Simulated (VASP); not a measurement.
Set up this calculation in VASP 6.6.1, as the native input.

* Task: single point
* Functional: PBE
* Potentials or basis: VASP PAW PBE potentials, release 64 (Hf_pv, Sn_d, Te, S)
* Cutoff: 520 eV
* k mesh: 6 × 6 × 8
* Occupations: gaussian, width 0.1 eV
* Spin: no spin polarisation
* Dipole correction: no
* Further INCAR settings: ALGO = Normal; EDIFF = 1e-07; NBANDS = 33

The structure of HfSnTeS3 lies in POSCAR:

```
HfSnTeS3
1.0
    7.0771304213      0.0000000000      0.0000000000
   -3.5385652106      6.1289747308      0.0000000000
    0.0000000000      0.0000000000      5.0576257323
Hf Sn Te S
1 1 1 3
Direct
    0.3333333333      0.6666666667      0.5000000000
    0.0000000000      0.0000000000      0.0000000000
    0.0000000000      0.0000000000      0.5000000000
    0.2037677809      0.7962322191      0.0000000000
    0.2037677809      0.4075355618      0.0000000000
    0.5924644382      0.7962322191      0.0000000000
```

The cell was generated, and may not be a known phase.

These files were run (other wordings do the same):

INCAR

```
SYSTEM = HfSnTeS3
ALGO     = Normal         ! electronic algorithm
EDIFF    = 1E-7           ! SCF threshold, eV
ENCUT    = 520            ! plane-wave cutoff, eV
GGA      = PE             ! functional
ISIF     = 2              ! what is computed and relaxed
ISMEAR   = 0              ! smearing method
LASPH    = .True.         ! aspherical terms in the spheres
LCHARG   = .True.         ! write CHGCAR
LELF     = .True.         ! ELF
LREAL    = .False.        ! projectors in reciprocal space
LVHAR    = .True.       
LWAVE    = .False.        ! write WAVECAR
NBANDS   = 33             ! bands
NELM     = 80             ! most SCF steps
PREC     = Accurate       ! precision mode
SIGMA    = 0.1            ! smearing width, eV
```

KPOINTS

```
k-points
0
Gamma
  6 6 8
  0 0 0
```

Potentials or basis: VASP PAW PBE potentials, release 64 (Hf_pv, Sn_d, Te, S).

The run is started by

```bash
$ cat potpaw_PBE.64/Hf_pv/POTCAR potpaw_PBE.64/Sn_d/POTCAR potpaw_PBE.64/Te/POTCAR potpaw_PBE.64/S/POTCAR > POTCAR
$ mpirun -np 1 vasp_std > vasp.out
```

It gave:

The pressure is -0.1 GPa and the largest force is 0.021 eV/Å. The band gap on the k mesh is zero (bands 24 and 25 overlap by 0.16 eV).

Caveat: spin-orbit coupling is left out, which moves the levels of the heavy elements.

It took 3 min on 1 thread of Intel(R) Xeon(R) 6975P-C (Granite Rapids), on a shared host, peak memory 0.5 GiB.
